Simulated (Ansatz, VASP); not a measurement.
## Two plane-wave programs on Ti4N3O

The input INCAR:

```
SYSTEM = Ti4N3O
PREC     = Accurate       ! precision mode
ENCUT    = 520            ! plane-wave cutoff, eV
EDIFF    = 1E-6           ! SCF threshold, eV
ISMEAR   = 0              ! smearing method
SIGMA    = 0.1            ! smearing width, eV
LREAL    = .False.        ! projectors in reciprocal space
LASPH    = .True.         ! aspherical terms in the spheres
NELM     = 80             ! most SCF steps
ALGO     = Normal         ! electronic algorithm
ISIF     = 2              ! what is computed and relaxed
LWAVE    = .False.        ! write WAVECAR
LCHARG   = .False.        ! write CHGCAR
GGA      = PE             ! functional
NBANDS   = 44             ! bands
```

KPOINTS

```
regular mesh
0
Gamma
  10 10 10
  0 0 0
```

Contents of POSCAR:

```
Ti4N3O
1.0
    4.2115223142      0.0000000000      0.0000000000
    0.0000000000      4.2115223142      0.0000000000
    0.0000000000      0.0000000000      4.2115223142
Ti N O
4 3 1
Direct
    0.0000000000      0.0000000000      0.0000000000
    0.5000000000      0.0000000000      0.5000000000
    0.0000000000      0.5000000000      0.5000000000
    0.5000000000      0.5000000000      0.0000000000
    0.0000000000      0.5000000000      0.0000000000
    0.5000000000      0.0000000000      0.0000000000
    0.0000000000      0.0000000000      0.5000000000
    0.5000000000      0.5000000000      0.5000000000
```

Input for Ansatz:

```yaml
crystal:
  lattice:
    - [4.2115223142, 0.0, 0.0]
    - [0.0, 4.2115223142, 0.0]
    - [0.0, 0.0, 4.2115223142]
  atoms:
    - { symbol: Ti, position: [0.0, 0.0, 0.0] }
    - { symbol: Ti, position: [0.5, 0.0, 0.5] }
    - { symbol: Ti, position: [0.0, 0.5, 0.5] }
    - { symbol: Ti, position: [0.5, 0.5, 0.0] }
    - { symbol: "N", position: [0.0, 0.5, 0.0] }
    - { symbol: "N", position: [0.5, 0.0, 0.0] }
    - { symbol: "N", position: [0.0, 0.0, 0.5] }
    - { symbol: O, position: [0.5, 0.5, 0.5] }
basis:
  ecutwfc: 420
kpoints:
  mp_grid: { grid: [10, 10, 10] }
hamiltonian:
  xc: pbe
scf:
  occupations: { method: gaussian, width: 0.1 }
output:
  forces: true
  stress: true
  eigenvalues: true
```

Alike in both runs: task single point; functional PBE; k mesh 10 × 10 × 10; occupations gaussian, width 0.1 eV; no spin polarisation.

|  | VASP | Ansatz |
| --- | --- | --- |
| version | VASP 6.6.1 | Ansatz 0.2.0 |
| potentials or method | VASP PAW PBE potentials, release 64 (Ti_sv, N, O), cutoff 520 eV | scalar-relativistic, plane waves, PAW |
| valence electrons in the cell | 69 | 69 |

```csv
,VASP,Ansatz,Ansatz less VASP
gap on the k mesh at the Fermi level (eV),none,none,-
pressure (GPa),9.1,8.6,-0.50
```

A gap of «none» marks a metal or a gap that the smearing closes.
